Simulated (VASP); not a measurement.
# Bi (Pm-3m) in VASP: single point with PBE

Aim: the single point of Bi with PBE.

Program: VASP 6.6.1. These are calculated values, not measurements. Logs are shortened: lines on timing, memory, paths and dates and some standing lists are left out, and cuts for length are marked.

## 1. The cell of the first run

The structure is cubic, space group Pm-3m (No. 221). Conventional cell: a = 4.873 Å, b = 4.873 Å, c = 4.873 Å, α = 90.00°, β = 90.00°, γ = 90.00°. Bi (site symmetry 4/mmm) has 8 Bi at 3.45 Å within 4.5 Å.

This isn't the form of Bi at room conditions, which is rhombohedral.

## 2. Single point, PBE

INCAR

```
SYSTEM = Bi
  PREC = Accurate
  ENCUT = 500
  EDIFF = 1E-6
  ISMEAR = -1
  SIGMA = 0.05
  LREAL = .False.
  LASPH = .True.
  NELM = 120
  ALGO = Normal
  ISIF = 2
  LWAVE = .False.
  LCHARG = .True.
  GGA = PE
  LELF = .True.
  LVHAR = .True.
  NBANDS = 30
  GGA_COMPAT = .False.
```

KPOINTS

```
Automatic mesh
0
Gamma
  5 5 5
  0 0 0
```

POSCAR

```
Bi
1.0
    4.8731640000      0.0000000000      0.0000000000
    0.0000000000      4.8731640000      0.0000000000
    0.0000000000      0.0000000000      4.8731640000
Bi
3
Direct
    0.0000000000      0.5000000000      0.5000000000
    0.5000000000      0.0000000000      0.5000000000
    0.5000000000      0.5000000000      0.0000000000
```

Potentials or basis: VASP PAW PBE potentials, release 64 (Bi_d).

Run with:

```sh
> cat potpaw_PBE.64/Bi_d/POTCAR > POTCAR
> mpirun -np 1 vasp_std > vasp.out
```

OUTCAR:

```text
SYSTEM = Bi
   PREC = Accurate
   ENCUT = 500
   EDIFF = 1E-6
   ISMEAR = -1
   LREAL = .False.
   LASPH = .True.
   NELM = 120
   ISIF = 2
   GGA = PE

 ion  position               nearest neighbor table
   1  0.000  0.500  0.500-   2 3.45   3 3.45   3 3.45   2 3.45   2 3.45   3 3.45   3 3.45   2 3.45

   2  0.500  0.000  0.500-   1 3.45   3 3.45   3 3.45   1 3.45   3 3.45   3 3.45   1 3.45   1 3.45

   3  0.500  0.500  0.000-   1 3.45   2 3.45   1 3.45   2 3.45   2 3.45   2 3.45   1 3.45   1 3.45

  LATTYP: Found a simple cubic cell.
 ALAT       =     4.8731640000

  Lattice vectors:

 A1 = (   4.8731640000,   0.0000000000,   0.0000000000)
 A2 = (   0.0000000000,   4.8731640000,   0.0000000000)
 A3 = (   0.0000000000,   0.0000000000,   4.8731640000)

Analysis of symmetry for initial positions (statically):
=====================================================================
 Subroutine PRICEL returns:
 Original cell was already a primitive cell.

 Routine SETGRP: Setting up the symmetry group for a
 simple cubic supercell.

 Subroutine GETGRP returns: Found 48 space group operations
 (whereof 48 operations were pure point group operations)
 out of a pool of 48 trial point group operations.

The static configuration has the point symmetry O_h .

Analysis of symmetry for dynamics (positions and initial velocities):
=====================================================================
 Subroutine PRICEL returns:
 Original cell was already a primitive cell.

 Routine SETGRP: Setting up the symmetry group for a
 simple cubic supercell.

 Subroutine GETGRP returns: Found 48 space group operations
 (whereof 48 operations were pure point group operations)
 out of a pool of 48 trial point group operations.

The dynamic configuration has the point symmetry O_h .

 Subroutine INISYM returns: Found 48 space group operations
 (whereof 48 operations are pure point group operations),
 and found     1 'primitive' translations

----------------------------------------------------------------------------------------

                                     Primitive cell

  volume of cell :     115.7266

  direct lattice vectors                    reciprocal lattice vectors
     4.873164000  0.000000000  0.000000000     0.205205489  0.000000000  0.000000000
     0.000000000  4.873164000  0.000000000     0.000000000  0.205205489  0.000000000
     0.000000000  0.000000000  4.873164000     0.000000000  0.000000000  0.205205489

  length of vectors
     4.873164000  4.873164000  4.873164000     0.205205489  0.205205489  0.205205489

  position of ions in fractional coordinates (direct lattice)
     0.000000000  0.500000000  0.500000000
     0.500000000  0.000000000  0.500000000
     0.500000000  0.500000000  0.000000000

  ion indices of the primitive-cell ions
   primitive index   ion index
                 1           1
                 2           2
                 3           3

----------------------------------------------------------------------------------------

 KPOINTS: Automatic mesh

Automatic generation of k-mesh.
 Grid dimensions read from file:
 generate k-points for:    5    5    5

 Generating k-lattice:

  Cartesian coordinates                     Fractional coordinates (reciprocal lattice)
     0.041041098  0.000000000  0.000000000     0.200000000  0.000000000  0.000000000
     0.000000000  0.041041098  0.000000000     0.000000000  0.200000000  0.000000000
     0.000000000  0.000000000  0.041041098     0.000000000  0.000000000  0.200000000

  Length of vectors
     0.041041098  0.041041098  0.041041098

  Shift w.r.t. Gamma in fractional coordinates (k-lattice)
     0.000000000  0.000000000  0.000000000

 Subroutine IBZKPT returns following result:
 ===========================================

 Found     10 irreducible k-points:

 Following reciprocal coordinates:
            Coordinates               Weight
  0.000000  0.000000  0.000000      1.000000
  0.200000  0.000000  0.000000      6.000000
  0.400000  0.000000  0.000000      6.000000
  0.200000  0.200000  0.000000     12.000000
  0.400000  0.200000  0.000000     24.000000
  0.400000  0.400000  0.000000     12.000000
  0.200000  0.200000  0.200000      8.000000
  0.400000  0.200000  0.200000     24.000000
  0.400000  0.400000  0.200000     24.000000
  0.400000  0.400000  0.400000      8.000000
   k-points           NKPTS =     10   k-points in BZ     NKDIM =     10   number of bands    NBANDS=     30
   number of dos      NEDOS =    301   number of ions     NIONS =      3
   total plane-waves  NPLWV =  46656
   dimension x,y,z NGX =    36 NGY =   36 NGZ =   36
   dimension x,y,z NGXF=    72 NGYF=   72 NGZF=   72
   ions per type =               3
   NGX,Y,Z   is equivalent  to a cutoff of  12.28, 12.28, 12.28 a.u.
   NGXF,Y,Z  is equivalent  to a cutoff of  24.56, 24.56, 24.56 a.u.
 SYSTEM =  Bi
   PREC   = accura    normal or accurate (medium, high low for compatibility)
   ISTART =      0    job   : 0-new  1-cont  2-samecut
   ICHARG =      2    charge: 1-file 2-atom 10-const
   ISPIN  =      1    spin polarized calculation?
   LNONCOLLINEAR =      F non collinear calculations
   LSORBIT =      F    spin-orbit coupling
   LASPH  =      T    aspherical Exc in radial PAW
   ENCUT  =  500.0 eV  36.75 Ry    6.06 a.u.   8.88  8.88  8.88*2*pi/ulx,y,z
   NELM   =    120;   NELMIN=  2; NELMDL= -5     # of ELM steps
   EDIFF  = 0.1E-05   stopping-criterion for ELM
   LREAL  =      F    real-space projection
   EDIFFG = 0.1E-04   stopping-criterion for IOM
   NSW    =      0    number of steps for IOM
   IBRION =     -1    ionic relax: 0-MD 1-quasi-New 2-CG
   NFREE  =      0    steps in history (QN), initial steepest desc. (CG)
   ISIF   =      2    stress and relaxation
   ISYM   =      2    0-nonsym 1-usesym 2-fastsym
   POTIM  = 0.5000    time-step for ionic-motion
   TEBEG  =    0.0;   TEEND  =   0.0 temperature during run
   PSTRESS=    0.0 pullay stress
   NELECT =      45.0000    total number of electrons
   NUPDOWN=      -1.0000    fix difference up-down
   EMIN   =  10.00;   EMAX   =-10.00  energy-range for DOS
   EFERMI =   0.00;   METHOD = LEGACY
   ISMEAR =    -1;   SIGMA  =   0.05  broadening in eV -4-tet -1-fermi 0-gaus
   EFERMI_NEDOS =   21; number of points for ismear=-14 and -15
   IALGO  =     38    algorithm
   IMIX   =      4    mixing-type and parameters
     AMIX     =   0.40;   BMIX     =  1.00
     AMIX_MAG =   1.60;   BMIX_MAG =  1.00
  volume/ion in A,a.u.               =      38.58       260.32
  Fermi-wavevector in a.u.,A,eV,Ry     =   1.194908  2.258050 19.426484  1.427806
  Thomas-Fermi vector in A             =   2.330887
   LORBIT       =      0    0 simple, 1 ext, 2 COOP (PROOUT), +10 PAW based schemes
   GGA     = PE    functional components
   LHFCALC =     F    Hartree Fock is set to
   AEXX    =    0.0000 exact exchange contribution
   IVDW    =     0    specifies the selected vdW correction
   LEPSILON=     F    determine dielectric tensor
   LRPA    =     F    only Hartree local field effects (RPA)
 non-spin polarized calculation
  energy-cutoff  :      500.00
  volume of cell :      115.73
 maximum number of plane-waves:      2952
 NGX is ok and might be reduce to    36
   NGX = 17   NGY = 17   NGZ = 17

 number of electron      44.9999996 magnetization

 Free energy of the ion-electron system (eV)
  ---------------------------------------------------
  ext. energy  EPLUGINS =         0.00000000
  ---------------------------------------------------
  free energy    TOTEN  =       -11.13953912 eV

  energy without entropy =      -11.10493920  energy(sigma->0) =      -11.12223916

 E-fermi :   5.3386     XC(G=0):  -9.0677

 val. band max:        5.3258070621   @ k =   0.4000   0.4000   0.0000
 cond. band min:       5.3863740566   @ k =   0.4000   0.4000   0.0000
 fundamental gap:      0.0605669945
 Fermi energy:         5.3386276956

 k-point     1 :       0.0000    0.0000    0.0000
  band No.  band energies     occupation
      1     -17.4936      2.00000
      2     -17.4936      2.00000
      3     -17.4936      2.00000
      4     -17.4749      2.00000
      5     -17.3852      2.00000
      6     -17.3852      2.00000
[... 22 lines left out ...]
     29      11.5296      0.00000
     30      11.5296      0.00000

 k-point     2 :       0.2000    0.0000    0.0000
  band No.  band energies     occupation
      1     -17.4913      2.00000
      2     -17.4702      2.00000
      3     -17.4702      2.00000
      4     -17.4613      2.00000
      5     -17.3840      2.00000
      6     -17.3730      2.00000
[... 22 lines left out ...]
     29      11.8166      0.00000
     30      12.4675      0.00000

 k-point     3 :       0.4000    0.0000    0.0000
  band No.  band energies     occupation
      1     -17.4875      2.00000
      2     -17.4308      2.00000
      3     -17.4086      2.00000
      4     -17.4086      2.00000
      5     -17.3817      2.00000
      6     -17.3587      2.00000
[... 22 lines left out ...]
     29      12.0374      0.00000
     30      12.8641      0.00000

 k-point     4 :       0.2000    0.2000    0.0000
  band No.  band energies     occupation
      1     -17.4735      2.00000
      2     -17.4629      2.00000
      3     -17.4629      2.00000
      4     -17.4419      2.00000
      5     -17.3786      2.00000
      6     -17.3639      2.00000
[... 22 lines left out ...]
     29      12.3818      0.00000
     30      13.0517      0.00000

 k-point     5 :       0.4000    0.2000    0.0000
  band No.  band energies     occupation
      1     -17.4661      2.00000
      2     -17.4328      2.00000
      3     -17.4063      2.00000
      4     -17.4059      2.00000
      5     -17.3851      2.00000
      6     -17.3588      2.00000
[... 22 lines left out ...]
     29      12.3243      0.00000
     30      12.4694      0.00000
[... 64 lines left out ...]
     29      11.6589      0.00000
     30      12.5123      0.00000

 k-point     8 :       0.4000    0.2000    0.2000
  band No.  band energies     occupation
      1     -17.4579      2.00000
      2     -17.4297      2.00000
      3     -17.4173      2.00000
      4     -17.3946      2.00000
      5     -17.3858      2.00000
      6     -17.3686      2.00000
[... 22 lines left out ...]
     29      11.3534      0.00000
     30      12.9207      0.00000

 k-point     9 :       0.4000    0.4000    0.2000
  band No.  band energies     occupation
      1     -17.4383      2.00000
      2     -17.4236      2.00000
      3     -17.4151      2.00000
      4     -17.4108      2.00000
      5     -17.3810      2.00000
      6     -17.3700      2.00000
[... 22 lines left out ...]
     29      12.4719      0.00000
     30      13.8232      0.00000

 k-point    10 :       0.4000    0.4000    0.4000
  band No.  band energies     occupation
      1     -17.4411      2.00000
      2     -17.4273      2.00000
      3     -17.4273      2.00000
      4     -17.4127      2.00000
      5     -17.4127      2.00000
      6     -17.3999      2.00000
[... 22 lines left out ...]
     29      13.5711      0.00000
     30      14.1180      0.00000

------------------------ aborting loop because EDIFF is reached ----------------------------------------

  FORCE on cell =-STRESS in cart. coord.  units (eV):
  Direction    XX          YY          ZZ          XY          YZ          ZX
  --------------------------------------------------------------------------------------
  -------------------------------------------------------------------------------------
  Total       -1.1920465     -1.1920465     -1.1920465     -0.0000000      0.0000000     -0.0000000
  in kB      -16.5032962    -16.5032962    -16.5032962     -0.0000000      0.0000000     -0.0000000
  external PRESSURE =     -16.5032962 kB  Pullay stress =       0.0000000 kB

 VOLUME and BASIS-vectors are now :
 -----------------------------------------------------------------------------
  energy-cutoff  :      500.00
  volume of cell :      115.73
      direct lattice vectors                 reciprocal lattice vectors
     4.873164000  0.000000000  0.000000000     0.205205489  0.000000000  0.000000000
     0.000000000  4.873164000  0.000000000     0.000000000  0.205205489  0.000000000
     0.000000000  0.000000000  4.873164000     0.000000000  0.000000000  0.205205489

 POSITION                                       TOTAL-FORCE (eV/Angst)
 -----------------------------------------------------------------------------------
      0.00000      2.43658      2.43658         0.000000      0.000000      0.000000
      2.43658      0.00000      2.43658         0.000000      0.000000      0.000000
      2.43658      2.43658      0.00000         0.000000      0.000000      0.000000
 -----------------------------------------------------------------------------------
    total drift:                                0.000000      0.000000      0.000000

  FREE ENERGIE OF THE ION-ELECTRON SYSTEM (eV)
  ---------------------------------------------------
  free  energy   TOTEN  =       -11.1395391204 eV

  energy  without entropy=      -11.1049391952  energy(sigma->0) =      -11.12223916
```

Run time: 68 s. Hardware: 1 thread of AMD EPYC 7R43 (Zen 3), shared host; peak memory 0.17 GiB.

Results:

```
Free energy            : -11.1395 eV
Pressure               : -1.7 GPa
Band gap on the k mesh : zero (an odd number of electrons rules out a gap without spin polarisation)
```

Caveat: spin-orbit coupling is left out, which moves the levels of the heavy elements.
